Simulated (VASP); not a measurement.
BiIr:

```
Ir Bi
1.0
     0.00000    3.03804    3.03804
     3.03804    0.00000    3.03804
     3.03804    3.03804    0.00000
Ir Bi
1 1
Direct
  0.00000 0.00000 0.00000
  0.25000 0.25000 0.25000
```

Base run:

| Quantity | Value |
| --- | --- |
| Program | VASP 6.6.1 |
| Functional | LDA |
| Potentials or basis | VASP PAW LDA potentials, release 64 (Ir, Bi_d) |
| Cutoff | 520 eV |
| k mesh | 10 × 10 × 10 |
| Occupations | gaussian, width 0.05 eV |
| Spin | no spin polarisation |

Its results: band gap on the k mesh zero (band 12 reaches 7.67 eV, above the bottom of band 13 at 4.69 eV); pressure -3.1 GPa.

Task: The run is repeated on the same cell with these changes: potentials or basis from VASP PAW LDA potentials, release 64 (Ir, Bi_d) to VASP PAW LDA potentials, release 64 (Ir_sv_GW, Bi_d); cutoff from 520 eV to 500 eV; further incar settings from ALGO = Normal; EDIFF = 1e-06; NBANDS = 19 to ALGO = Normal; EDIFF = 1e-06; NBANDS = 23; valence electrons from 24 to 32. What comes out?

Result: Band gap on the k mesh zero (band 16 reaches 8.27 eV, above the bottom of band 17 at 5.30 eV); pressure -3.9 GPa.

Caveats: spin-orbit coupling is left out, which moves the levels of the heavy elements.
